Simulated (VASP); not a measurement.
# Au (Fm-3m) in VASP: notebook, part 2 of 2

VASP 6.6.1. The steps go on from the part before.

## (4) Single point, PBE

This run uses another cell than the first one, of 15.61 Å³/atom, 1.032 times its volume.

File INCAR:

```
SYSTEM = Au
PREC     = Accurate       ! precision mode
ENCUT    = 520            ! plane-wave cutoff, eV
EDIFF    = 1E-6           ! SCF threshold, eV
ISMEAR   = -1             ! smearing method
SIGMA    = 0.1            ! smearing width, eV
LREAL    = .FALSE.        ! projectors in reciprocal space
LASPH    = .TRUE.         ! aspherical terms in the spheres
NELM     = 80             ! most SCF steps
ALGO     = Normal         ! electronic algorithm
ISIF     = 2              ! what is computed and relaxed
LWAVE    = .FALSE.        ! write WAVECAR
LCHARG   = .FALSE.        ! write CHGCAR
GGA      = PE             ! functional
NBANDS   = 12             ! bands
```

File KPOINTS:

```
Automatic mesh
0
G
  10 10 10
  0 0 0
```

File POSCAR:

```
Au
1.0
    0.0000000000      1.9837274873      1.9837274873
    1.9837274873      0.0000000000      1.9837274873
    1.9837274873      1.9837274873      0.0000000000
Au
1
Direct
    0.0000000000      0.0000000000      0.0000000000
```

Potentials or basis: VASP PAW PBE potentials, release 64 (Au).

Started as:

```
$ cat potpaw_PBE.64/Au/POTCAR > POTCAR
$ mpirun -np 1 vasp_std > vasp.out
```

OUTCAR:

```text
SYSTEM = Au
   PREC = Accurate
   ENCUT = 520
   EDIFF = 1E-6
   ISMEAR = -1
   LREAL = .FALSE.
   LASPH = .TRUE.
   NELM = 80
   ISIF = 2
   GGA = PE

 ion  position               nearest neighbor table
   1  0.000  0.000  0.000-

  LATTYP: Found a face centered cubic cell.
 ALAT       =     3.9674549746

  Lattice vectors:

 A1 = (   0.0000000000,   1.9837274873,   1.9837274873)
 A2 = (   1.9837274873,   0.0000000000,   1.9837274873)
 A3 = (   1.9837274873,   1.9837274873,   0.0000000000)

Analysis of symmetry for initial positions (statically):
=====================================================================
 Subroutine PRICEL returns:
 Original cell was already a primitive cell.

 Routine SETGRP: Setting up the symmetry group for a
 face centered cubic supercell.

 Subroutine GETGRP returns: Found 48 space group operations
 (whereof 48 operations were pure point group operations)
 out of a pool of 48 trial point group operations.

The static configuration has the point symmetry O_h .

Analysis of symmetry for dynamics (positions and initial velocities):
=====================================================================
 Subroutine PRICEL returns:
[... 160 lines left out ...]
 Fermi energy:        11.0268003180

 k-point     1 :       0.0000    0.0000    0.0000
  band No.  band energies     occupation
      1       0.1868      2.00000
      2       5.8116      2.00000
      3       5.8116      2.00000
      4       5.8116      2.00000
      5       7.5791      2.00000
      6       7.5791      2.00000
      7      25.3663      0.00000
      8      29.8781      0.00000
      9      29.8781      0.00000
     10      29.8781      0.00000
     11      35.0750      0.00000
     12      40.7824      0.00000
[... 331 lines left out ...]
 k-point    24 :       0.4000    0.3000    0.0000
  band No.  band energies     occupation
      1       3.5090      2.00000
      2       3.9965      2.00000
      3       7.0370      2.00000
      4       7.9019      2.00000
      5       8.8921      2.00000
      6       9.4787      2.00000
      7      21.3696      0.00000
      8      23.8695      0.00000
      9      23.8710      0.00000
     10      29.2164      0.00000
     11      31.4404      0.00000
     12      38.8429      0.00000

 [... further k-points ...]
[... 5 lines left out ...]
  --------------------------------------------------------------------------------------
  -------------------------------------------------------------------------------------
  Total        2.8838458      2.8838458      2.8838458     -0.0000000      0.0000000      0.0000000
  in kB      295.9419914    295.9419914    295.9419914     -0.0000000      0.0000000      0.0000000
  external PRESSURE =     295.9419914 kB  Pullay stress =       0.0000000 kB

 VOLUME and BASIS-vectors are now :
 -----------------------------------------------------------------------------
  energy-cutoff  :      520.00
  volume of cell :       15.61
      direct lattice vectors                 reciprocal lattice vectors
     0.000000000  1.983727487  1.983727487    -0.252050750  0.252050750  0.252050750
     1.983727487  0.000000000  1.983727487     0.252050750 -0.252050750  0.252050750
     1.983727487  1.983727487  0.000000000     0.252050750  0.252050750 -0.252050750

 POSITION                                       TOTAL-FORCE (eV/Angst)
 -----------------------------------------------------------------------------------
      0.00000      0.00000      0.00000         0.000000      0.000000      0.000000
 -----------------------------------------------------------------------------------
    total drift:                               -0.000000      0.000000     -0.000000

  FREE ENERGIE OF THE ION-ELECTRON SYSTEM (eV)
  ---------------------------------------------------
  free  energy   TOTEN  =        -3.0205423376 eV

  energy  without entropy=       -3.0028519037  energy(sigma->0) =       -3.01169712
```

OSZICAR:

```text
N       E                     dE             d eps       ncg     rms          rms(c)
DAV:   1     0.507157514543E+02    0.50716E+02   -0.56060E+03  1168   0.828E+02
DAV:   2    -0.249365870827E+01   -0.53209E+02   -0.50558E+02  1348   0.192E+02
DAV:   3    -0.328616529366E+01   -0.79251E+00   -0.79178E+00  1348   0.220E+01
DAV:   4    -0.328848746914E+01   -0.23222E-02   -0.23221E-02  1352   0.138E+00
DAV:   5    -0.328850275805E+01   -0.15289E-04   -0.15289E-04  1380   0.105E-01    0.125E+01
DAV:   6    -0.304958456655E+01    0.23892E+00   -0.54722E-01  1252   0.620E+00    0.763E+00
DAV:   7    -0.302340600474E+01    0.26179E-01   -0.91510E-02  1284   0.253E+00    0.292E+00
DAV:   8    -0.302055332564E+01    0.28527E-02   -0.43272E-03  1260   0.580E-01    0.291E-01
DAV:   9    -0.302053750534E+01    0.15820E-04   -0.22514E-05  1352   0.430E-02    0.134E-02
DAV:  10    -0.302054226927E+01   -0.47639E-05   -0.20210E-06  1352   0.124E-02    0.182E-03
DAV:  11    -0.302054233755E+01   -0.68285E-07   -0.50766E-08   704   0.182E-03
   1 F= -.30205423E+01 E0= -.30116971E+01  d E =-.176904E-01
```

Wall time 22 s (1 thread of AMD EPYC 7R13, shared host); peak memory 0.11 GiB.

What came out:

| Property | Result |
| --- | --- |
| Free energy | -3.0205 eV |
| Pressure | 29.6 GPa |

Levels at points of the mesh, in eV from the Fermi level:
```csv
k point,band 3,band 4,band 5,band 6,band 7,band 8,band 9,band 10
"(0.00, 0.00, 0.00)",-5.22,-5.22,-3.45,-3.45,14.34,18.85,18.85,18.85
"(0.50, 0.00, 0.00)",-5.27,-2.05,-2.05,-1.40,3.56,13.81,17.76,17.76
"(0.50, 0.50, 0.00)",-2.10,-1.67,-1.67,0.75,6.52,10.24,10.24,18.18
```

Caveat: spin-orbit coupling is left out, which moves the levels of the heavy elements.

## (5) Single point, PBE

This run uses another cell than the first one, of 16.96 Å³/atom, 1.121 times its volume.

File INCAR:

```
SYSTEM = Au
PREC = Accurate ; ENCUT = 520
EDIFF = 1E-6 ; ISMEAR = -1
SIGMA = 0.1 ; LREAL = .FALSE.
LASPH = .TRUE. ; NELM = 80
ALGO = Normal ; ISIF = 2
LWAVE = .FALSE. ; LCHARG = .FALSE.
GGA = PE ; NBANDS = 12
```

File KPOINTS:

```
regular mesh
0
G
  10 10 10
  0 0 0
```

File POSCAR:

```
Au
1.0
    0.0000000000      2.0393367088      2.0393367088
    2.0393367088      0.0000000000      2.0393367088
    2.0393367088      2.0393367088      0.0000000000
Au
1
Direct
    0.0000000000      0.0000000000      0.0000000000
```

Potentials or basis: VASP PAW PBE potentials, release 64 (Au).

Started as:

```
$ cat potpaw_PBE.64/Au/POTCAR > POTCAR
$ mpirun -np 1 vasp_std > vasp.out
```

OUTCAR:

```text
SYSTEM = Au
   PREC = Accurate
   ENCUT = 520
   EDIFF = 1E-6
   ISMEAR = -1
   LREAL = .FALSE.
   LASPH = .TRUE.
   NELM = 80
   ISIF = 2
   GGA = PE

 ion  position               nearest neighbor table
   1  0.000  0.000  0.000-

  LATTYP: Found a face centered cubic cell.
 ALAT       =     4.0786734176

  Lattice vectors:

 A1 = (   0.0000000000,   2.0393367088,   2.0393367088)
 A2 = (   2.0393367088,   0.0000000000,   2.0393367088)
 A3 = (   2.0393367088,   2.0393367088,   0.0000000000)

Analysis of symmetry for initial positions (statically):
=====================================================================
 Subroutine PRICEL returns:
 Original cell was already a primitive cell.

 Routine SETGRP: Setting up the symmetry group for a
 face centered cubic supercell.

 Subroutine GETGRP returns: Found 48 space group operations
 (whereof 48 operations were pure point group operations)
 out of a pool of 48 trial point group operations.

The static configuration has the point symmetry O_h .

Analysis of symmetry for dynamics (positions and initial velocities):
=====================================================================
 Subroutine PRICEL returns:
 Original cell was already a primitive cell.

 Routine SETGRP: Setting up the symmetry group for a
 face centered cubic supercell.

 Subroutine GETGRP returns: Found 48 space group operations
 (whereof 48 operations were pure point group operations)
 out of a pool of 48 trial point group operations.

The dynamic configuration has the point symmetry O_h .

 Subroutine INISYM returns: Found 48 space group operations
 (whereof 48 operations are pure point group operations),
 and found     1 'primitive' translations

----------------------------------------------------------------------------------------

                                     Primitive cell

  volume of cell :      16.9628

  direct lattice vectors                    reciprocal lattice vectors
     0.000000000  2.039336709  2.039336709    -0.245177757  0.245177757  0.245177757
     2.039336709  0.000000000  2.039336709     0.245177757 -0.245177757  0.245177757
     2.039336709  2.039336709  0.000000000     0.245177757  0.245177757 -0.245177757

  length of vectors
     2.884057632  2.884057632  2.884057632     0.424660332  0.424660332  0.424660332

  position of ions in fractional coordinates (direct lattice)
     0.000000000  0.000000000  0.000000000

  ion indices of the primitive-cell ions
   primitive index   ion index
                 1           1

----------------------------------------------------------------------------------------

 KPOINTS: regular mesh

Automatic generation of k-mesh.
 Grid dimensions read from file:
 generate k-points for:   10   10   10

 Generating k-lattice:

  Cartesian coordinates                     Fractional coordinates (reciprocal lattice)
    -0.024517776  0.024517776  0.024517776     0.100000000  0.000000000  0.000000000
     0.024517776 -0.024517776  0.024517776     0.000000000  0.100000000  0.000000000
     0.024517776  0.024517776 -0.024517776     0.000000000  0.000000000  0.100000000

  Length of vectors
     0.042466033  0.042466033  0.042466033

  Shift w.r.t. Gamma in fractional coordinates (k-lattice)
     0.000000000  0.000000000  0.000000000

 Subroutine IBZKPT returns following result:
 ===========================================

 Found     47 irreducible k-points:

 Following reciprocal coordinates:
            Coordinates               Weight
  0.000000  0.000000  0.000000      1.000000
  0.100000  0.000000  0.000000      8.000000
  0.200000  0.000000  0.000000      8.000000
  0.300000  0.000000  0.000000      8.000000
  0.400000  0.000000  0.000000      8.000000
  0.500000  0.000000  0.000000      4.000000
[... 16 lines left out ...]
  0.300000  0.300000  0.000000      6.000000
  0.400000  0.300000  0.000000     24.000000
 [... further k-points ...]
   k-points           NKPTS =     47   k-points in BZ     NKDIM =     47   number of bands    NBANDS=     12
   number of dos      NEDOS =    301   number of ions     NIONS =      1
   total plane-waves  NPLWV =  13824
   dimension x,y,z NGX =    24 NGY =   24 NGZ =   24
   dimension x,y,z NGXF=    48 NGYF=   48 NGZF=   48
   ions per type =               1
   NGX,Y,Z   is equivalent  to a cutoff of  13.83, 13.83, 13.83 a.u.
   NGXF,Y,Z  is equivalent  to a cutoff of  27.67, 27.67, 27.67 a.u.
 SYSTEM =  Au
   PREC   = accura    normal or accurate (medium, high low for compatibility)
   ISTART =      0    job   : 0-new  1-cont  2-samecut
   ICHARG =      2    charge: 1-file 2-atom 10-const
   ISPIN  =      1    spin polarized calculation?
   LNONCOLLINEAR =      F non collinear calculations
   LSORBIT =      F    spin-orbit coupling
   LASPH  =      T    aspherical Exc in radial PAW
   ENCUT  =  520.0 eV  38.22 Ry    6.18 a.u.   5.36  5.36  5.36*2*pi/ulx,y,z
   NELM   =     80;   NELMIN=  2; NELMDL= -5     # of ELM steps
   EDIFF  = 0.1E-05   stopping-criterion for ELM
   LREAL  =      F    real-space projection
   EDIFFG = 0.1E-04   stopping-criterion for IOM
   NSW    =      0    number of steps for IOM
   IBRION =     -1    ionic relax: 0-MD 1-quasi-New 2-CG
   NFREE  =      0    steps in history (QN), initial steepest desc. (CG)
   ISIF   =      2    stress and relaxation
   ISYM   =      2    0-nonsym 1-usesym 2-fastsym
   POTIM  = 0.5000    time-step for ionic-motion
   TEBEG  =    0.0;   TEEND  =   0.0 temperature during run
   PSTRESS=    0.0 pullay stress
   NELECT =      11.0000    total number of electrons
   NUPDOWN=      -1.0000    fix difference up-down
   EMIN   =  10.00;   EMAX   =-10.00  energy-range for DOS
   EFERMI =   0.00;   METHOD = LEGACY
   ISMEAR =    -1;   SIGMA  =   0.10  broadening in eV -4-tet -1-fermi 0-gaus
   EFERMI_NEDOS =   21; number of points for ismear=-14 and -15
   IALGO  =     38    algorithm
   IMIX   =      4    mixing-type and parameters
     AMIX     =   0.40;   BMIX     =  1.00
     AMIX_MAG =   1.60;   BMIX_MAG =  1.00
  volume/ion in A,a.u.               =      16.96       114.47
  Fermi-wavevector in a.u.,A,eV,Ry     =   1.417012  2.677764 27.319442  2.007922
  Thomas-Fermi vector in A             =   2.538286
   LORBIT       =      0    0 simple, 1 ext, 2 COOP (PROOUT), +10 PAW based schemes
   GGA     = PE    functional components
   LHFCALC =     F    Hartree Fock is set to
   AEXX    =    0.0000 exact exchange contribution
   IVDW    =     0    specifies the selected vdW correction
   LEPSILON=     F    determine dielectric tensor
   LRPA    =     F    only Hartree local field effects (RPA)
 non-spin polarized calculation
  energy-cutoff  :      520.00
  volume of cell :       16.96
 maximum number of plane-waves:       469
 NGX is ok and might be reduce to    24
   NGX = 11   NGY = 11   NGZ = 11

 number of electron      11.0000000 magnetization

 Free energy of the ion-electron system (eV)
  ---------------------------------------------------
  ext. energy  EPLUGINS =         0.00000000
  ---------------------------------------------------
  free energy    TOTEN  =        -3.18011673 eV

  energy without entropy =       -3.16284160  energy(sigma->0) =       -3.17147917

 E-fermi :   9.5346     XC(G=0): -12.7450

 val. band max:        9.3957541307   @ k =   0.5000   0.2000   0.1000
 cond. band min:       9.6084819472   @ k =   0.5000   0.1000   0.0000
 fundamental gap:      0.2127278166
 Fermi energy:         9.5346358741

 k-point     1 :       0.0000    0.0000    0.0000
  band No.  band energies     occupation
      1      -0.3530      2.00000
      2       4.8349      2.00000
      3       4.8349      2.00000
      4       4.8349      2.00000
      5       6.3628      2.00000
      6       6.3628      2.00000
      7      24.0674      0.00000
      8      28.0957      0.00000
      9      28.0957      0.00000
     10      28.0957      0.00000
     11      33.0131      0.00000
     12      37.7060      0.00000

 k-point     2 :       0.1000    0.0000    0.0000
  band No.  band energies     occupation
      1      -0.0068      2.00000
      2       4.7283      2.00000
      3       4.9484      2.00000
      4       4.9484      2.00000
      5       6.3164      2.00000
      6       6.3164      2.00000
      7      24.4395      0.00000
      8      26.2196      0.00000
      9      28.5063      0.00000
     10      28.5063      0.00000
     11      33.6662      0.00000
     12      35.9998      0.00000
[... 316 lines left out ...]
 k-point    24 :       0.4000    0.3000    0.0000
  band No.  band energies     occupation
      1       2.8136      2.00000
      2       3.2590      2.00000
      3       5.9477      2.00000
      4       6.6572      2.00000
      5       7.4988      2.00000
      6       8.1181      2.00000
      7      19.3772      0.00000
      8      21.7165      0.00000
      9      21.9257      0.00000
     10      26.9416      0.00000
     11      29.1364      0.00000
     12      36.7440      0.00000

 [... further k-points ...]
[... 5 lines left out ...]
  --------------------------------------------------------------------------------------
  -------------------------------------------------------------------------------------
  Total        1.0238632      1.0238632      1.0238632      0.0000000      0.0000000     -0.0000000
  in kB       96.7065058     96.7065058     96.7065058      0.0000000      0.0000000     -0.0000000
  external PRESSURE =      96.7065058 kB  Pullay stress =       0.0000000 kB

 VOLUME and BASIS-vectors are now :
 -----------------------------------------------------------------------------
  energy-cutoff  :      520.00
  volume of cell :       16.96
      direct lattice vectors                 reciprocal lattice vectors
     0.000000000  2.039336709  2.039336709    -0.245177757  0.245177757  0.245177757
     2.039336709  0.000000000  2.039336709     0.245177757 -0.245177757  0.245177757
     2.039336709  2.039336709  0.000000000     0.245177757  0.245177757 -0.245177757

 POSITION                                       TOTAL-FORCE (eV/Angst)
 -----------------------------------------------------------------------------------
      0.00000      0.00000      0.00000         0.000000      0.000000     -0.000000
 -----------------------------------------------------------------------------------
    total drift:                               -0.000000      0.000000      0.000000

  FREE ENERGIE OF THE ION-ELECTRON SYSTEM (eV)
  ---------------------------------------------------
  free  energy   TOTEN  =        -3.1801167304 eV

  energy  without entropy=       -3.1628416034  energy(sigma->0) =       -3.17147917
```

OSZICAR:

```text
N       E                     dE             d eps       ncg     rms          rms(c)
DAV:   1     0.519648062069E+02    0.51965E+02   -0.56410E+03  1176   0.815E+02
DAV:   2    -0.270316330551E+01   -0.54668E+02   -0.50783E+02  1332   0.186E+02
DAV:   3    -0.344536773706E+01   -0.74220E+00   -0.74145E+00  1352   0.215E+01
DAV:   4    -0.344786167305E+01   -0.24939E-02   -0.24938E-02  1364   0.140E+00
DAV:   5    -0.344788023930E+01   -0.18566E-04   -0.18567E-04  1372   0.117E-01    0.959E+00
DAV:   6    -0.320147914816E+01    0.24640E+00   -0.64598E-01  1232   0.654E+00    0.608E+00
DAV:   7    -0.318237563924E+01    0.19104E-01   -0.66247E-02  1324   0.210E+00    0.282E+00
DAV:   8    -0.318012580297E+01    0.22498E-02   -0.19384E-03  1228   0.377E-01    0.261E-01
DAV:   9    -0.318011145734E+01    0.14346E-04   -0.12006E-05  1364   0.309E-02    0.164E-02
DAV:  10    -0.318011676120E+01   -0.53039E-05   -0.24637E-06  1320   0.148E-02    0.166E-03
DAV:  11    -0.318011673040E+01    0.30797E-07   -0.58058E-08   728   0.186E-03
   1 F= -.31801167E+01 E0= -.31714792E+01  d E =-.172751E-01
```

It took 20 s on 1 thread of AMD EPYC 7R13, shared host; peak memory 0.11 GiB.

Results:

```yaml
Free_energy: -3.1801 eV
Pressure: 9.7 GPa
```

Caveat: spin-orbit coupling is left out, which moves the levels of the heavy elements.

## (6) The runs side by side

| cell | gap on the mesh (eV) | pressure (GPa) |
| --- | --- | --- |
| a = 2.776 Å, angles 60.0°, 1 atom | none | 39.6 |
| a = 2.840 Å, angles 60.0°, 1 atom | none | 19.6 |
| a = 2.805 Å, angles 60.0°, 1 atom | none | 29.6 |
| a = 2.884 Å, angles 60.0°, 1 atom | none | 9.7 |

Alike in all rows: task single point; level PBE; potentials or basis VASP PAW PBE potentials, release 64 (Au); no spin polarisation; k mesh 10 × 10 × 10; cutoff (eV) 520; smearing fermi-dirac 0.1 eV.

Caveats: spin-orbit coupling is left out, which moves the levels of the heavy elements.

Absolute energies hang on the potentials; compare differences alone.
